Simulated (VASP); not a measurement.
Write the native input for VASP 6.6.1 that does the following.

```yaml
Task: single point
Functional: PBE
Potentials_or_basis: VASP PAW PBE potentials, release 64 (Sb, Se)
Cutoff: 520 eV
k_mesh: 4 × 4 × 4
Occupations: gaussian, width 0.1 eV
Spin: no spin polarisation
Dipole_correction: no
Further_INCAR_settings: ALGO = Normal; EDIFF = 1e-07; NBANDS = 24
```

The structure of Sb5Se lies in POSCAR:

```
Sb5Se
1.0
    0.0000000000      4.3898397573      4.3898397573
    4.3898397573      0.0000000000      4.3898397573
    4.3898397573      4.3898397573      0.0000000000
Sb Se
5 1
Direct
    0.2500000000      0.2500000000      0.2500000000
    0.1224672227      0.6258442591      0.6258442591
    0.6258442591      0.6258442591      0.6258442591
    0.6258442591      0.6258442591      0.1224672227
    0.6258442591      0.1224672227      0.6258442591
    0.0000000000      0.0000000000      0.0000000000
```

The cell was generated, and may not be a known phase.

One way to write it, as run:

INCAR

```
SYSTEM = Sb5Se
  ALGO = Normal
  EDIFF = 1E-7
  ENCUT = 520
  GGA = PE
  ISIF = 2
  ISMEAR = 0
  LASPH = .TRUE.
  LCHARG = .TRUE.
  LELF = .TRUE.
  LREAL = .FALSE.
  LVHAR = .TRUE.
  LWAVE = .FALSE.
  NBANDS = 24
  NELM = 60
  PREC = Accurate
  SIGMA = 0.1
```

KPOINTS

```
k-points
0
G
  4 4 4
  0 0 0
```

Potentials or basis: VASP PAW PBE potentials, release 64 (Sb, Se).

Run with:

```console
$ cat potpaw_PBE.64/Sb/POTCAR potpaw_PBE.64/Se/POTCAR > POTCAR
$ mpirun -np 1 vasp_std > vasp.out
```

It gave:

```
Pressure               : -0.2 GPa
Largest force          : 0.048 eV/Å
Band gap on the k mesh : zero (an odd number of electrons rules out a gap without spin polarisation)
```

Caveat: spin-orbit coupling is left out, which moves the levels of the heavy elements.

Wall time 33 s on 1 thread of Intel Xeon 8259CL, with other jobs on the host, peak memory 0.32 GiB.
